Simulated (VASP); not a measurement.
Set up this calculation in VASP 6.6.1, as the native input.

| Property | Result |
| --- | --- |
| Task | single point |
| Functional | PBE |
| Potentials or basis | VASP PAW PBE potentials, release 64 (In_d, Sb) |
| Cutoff | 520 eV |
| k mesh | 4 × 4 × 4 |
| Occupations | gaussian, width 0.1 eV |
| Spin | no spin polarisation |
| Dipole correction | no |
| Further INCAR settings | ALGO = Normal; EDIFF = 1e-07; NBANDS = 22 |

The structure of InSb3 lies in POSCAR:

```
InSb3
1.0
    4.8063670000      0.0000000000      0.0000000000
    0.0000000000      4.8063670000      0.0000000000
    0.0000000000      0.0000000000      4.8063670000
In Sb
1 3
Direct
    0.0000000000      0.0000000000      0.0000000000
    0.5000000000      0.0000000000      0.5000000000
    0.0000000000      0.5000000000      0.5000000000
    0.5000000000      0.5000000000      0.0000000000
```

These files were run (other wordings do the same):

INCAR

```
SYSTEM = InSb3
PREC = Accurate
ENCUT = 520
EDIFF = 1E-7
ISMEAR = 0
SIGMA = 0.1
LREAL = .FALSE.
LASPH = .TRUE.
NELM = 100
ALGO = Normal
ISIF = 2
LWAVE = .FALSE.
LCHARG = .FALSE.
GGA = PE
NBANDS = 22
```

KPOINTS

```
regular mesh
0
G
  4 4 4
  0 0 0
```

Potentials or basis: VASP PAW PBE potentials, release 64 (In_d, Sb).

Run with:

```console
$ cat potpaw_PBE.64/In_d/POTCAR potpaw_PBE.64/Sb/POTCAR > POTCAR
$ mpirun -np 1 vasp_std > vasp.out
```

It gave:

```
Pressure               : 0.4 GPa
Band gap on the k mesh : zero (bands 14 and 15 overlap by 4.59 eV)
```

Caveat: spin-orbit coupling is left out, which moves the levels of the heavy elements.

Wall time 14 s on 1 thread of Intel(R) Xeon(R) Platinum 8488C (Sapphire Rapids) (shared host), peak memory 0.21 GiB.
